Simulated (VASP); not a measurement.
Input of a VASP 6.6.1 run:

Contents of INCAR:

```
ALGO = Normal
DIPOL = 0.5 0.5 0.325
EDIFF = 1E-7
ENCUT = 520
GGA = PE
IDIPOL = 3
ISIF = 2
ISMEAR = 0
LASPH = T
LCHARG = T
LDIPOL = T
LELF = T
LREAL = F
LVACPOTAV = T
LVHAR = T
LWAVE = F
NBANDS = 32
NELM = 100
PREC = Accurate
SIGMA = 0.1
```

The input KPOINTS:

```
k-points
0
Gamma
  5 5 1
```

File POSCAR:

```
Al12C
1.0
    5.7143028096      0.0000000000      0.0000000000
    0.0000000000      5.7143028096      0.0000000000
    0.0000000000      0.0000000000     19.6750228481
Al C
12 1
Direct
    0.2500000000      0.2500000000      0.2033034488
    0.2500000000      0.7500000000      0.2033034488
    0.7500000000      0.2500000000      0.2033034488
    0.7500000000      0.7500000000      0.2033034488
    0.0000000000      0.0000000000      0.3092772432
    0.0000000000      0.5000000000      0.3092772432
    0.5000000000      0.0000000000      0.3092772432
    0.5000000000      0.5000000000      0.3092772432
    0.2500000000      0.2500000000      0.4155025847
    0.2500000000      0.7500000000      0.4155025847
    0.7500000000      0.2500000000      0.4155025847
    0.7500000000      0.7500000000      0.4155025847
    0.2500000000      0.2500000000      0.5126162317
```

Potentials or basis: VASP PAW PBE potentials, release 64 (Al, C).

The run is started by

```bash
$ cat potpaw_PBE.64/Al/POTCAR potpaw_PBE.64/C/POTCAR > POTCAR
$ mpirun -np 1 vasp_std > vasp.out
```

Question: What does it give for the largest force?

Answer: 0.867 eV/Å.

Question: Estimate the band gap on the k mesh.

Answer: Zero (band 20 reaches -0.51 eV, above the bottom of band 21 at -1.29 eV).

Forces on the atoms (eV/Å):
```
Al   0.000  0.000 -0.058
Al   0.000  0.000 -0.033
Al   0.000  0.000 -0.033
Al   0.000  0.000  0.088
Al   0.029  0.029  0.019
Al   0.029 -0.029  0.019
Al  -0.029  0.029  0.019
Al  -0.029 -0.029  0.019
Al   0.000  0.000 -0.867
Al   0.000  0.000  0.398
Al   0.000  0.000  0.398
Al   0.000  0.000  0.023
C    0.000  0.000  0.010
```
